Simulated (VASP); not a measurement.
Here is a VASP 6.6.1 calculation.

File INCAR:

```
SYSTEM = CuO
  PREC = Accurate
  ENCUT = 520
  EDIFF = 1E-7
  ISMEAR = -1
  SIGMA = 0.05
  LREAL = .FALSE.
  LASPH = .TRUE.
  NELM = 150
  ALGO = Normal
  ISIF = 2
  LWAVE = .FALSE.
  LCHARG = .FALSE.
  ISPIN = 2
  MAGMOM = 1 1 0 0
  LORBIT = 11
  LMAXMIX = 4
  GGA = PE
  NBANDS = 29
  KPAR = 8
```

The input KPOINTS:

```
Automatic mesh
0
G
  17 17 9
  0 0 0
```

The input POSCAR:

```
CuO
1.0
    2.3463500000     -1.7141500000      0.0000000000
    2.3463500000      1.7141500000      0.0000000000
   -0.8519169640      0.0000000000      5.0658668050
Cu O
2 2
Direct
   -0.0054451712      0.4953048563      0.0051472886
    0.4953048563     -0.0054451712      0.5051472886
    0.5598899760      0.4294503389      0.2550527114
    0.4294503389      0.5598899760      0.7550527114
```

Potentials or basis: VASP PAW PBE potentials, release 64 (Cu, O).

Run with:

```sh
$ cat potpaw_PBE.64/Cu/POTCAR potpaw_PBE.64/O/POTCAR > POTCAR
$ mpirun -np 8 vasp_std > vasp.out
```

**Question.** Predict the pressure.

**Answer.** 7.0 GPa.

**Question.** Predict the band gap on the k mesh.

**Answer.** Zero (filled and empty bands overlap).

**Question.** What does it give for the largest force?

**Answer.** 0.055 eV/Å.

**Question.** What does it give for the net moment?

**Answer.** 0.00 μB per cell.

Forces on the atoms (eV/Å):
```
Cu  -0.004 -0.003 -0.002
Cu  -0.004  0.003 -0.002
O    0.004 -0.055  0.002
O    0.004  0.055  0.002
```

Caveat: the cell stands under pressure; semilocal functionals often make such compounds metallic where correlation or magnetic order opens a gap, which also shifts bond lengths. With open d or f shells a metallic result of PBE can be an artefact of self-interaction; +U or a hybrid may open a gap.
